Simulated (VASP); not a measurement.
A run of VASP 6.6.1 is set up as follows.

File INCAR:

```
PREC = Accurate ; ENCUT = 520
EDIFF = 1E-6 ; ISMEAR = 0
SIGMA = 0.02 ; LREAL = F
LASPH = T ; NELM = 60
ALGO = Normal ; ISIF = 2
LWAVE = F ; LCHARG = F
GGA = PE ; IVDW = 12
NBANDS = 16
```

Contents of KPOINTS:

```
regular mesh
0
Gamma
  12 12 8
```

The input POSCAR:

```
Se
1.0
    4.0666773545      0.0000000000      0.0000000000
   -2.0333386772      3.5218458980      0.0000000000
    0.0000000000      0.0000000000      5.1300756754
Se
3
Direct
    0.2473519409      0.0000000000      0.3333333333
    0.0000000000      0.2473519409      0.6666666667
    0.7526480591      0.7526480591      0.0000000000
```

Potentials or basis: VASP PAW PBE potentials, release 64 (Se).

Launch:

```bash
$ cat potpaw_PBE.64/Se/POTCAR > POTCAR
$ mpirun -np 1 vasp_std > vasp.out
```

(1) Predict the largest force.

(2) Estimate the dispersion energy per atom.

Results:

(1) 0.020 eV/Å.

(2) -0.356 eV.
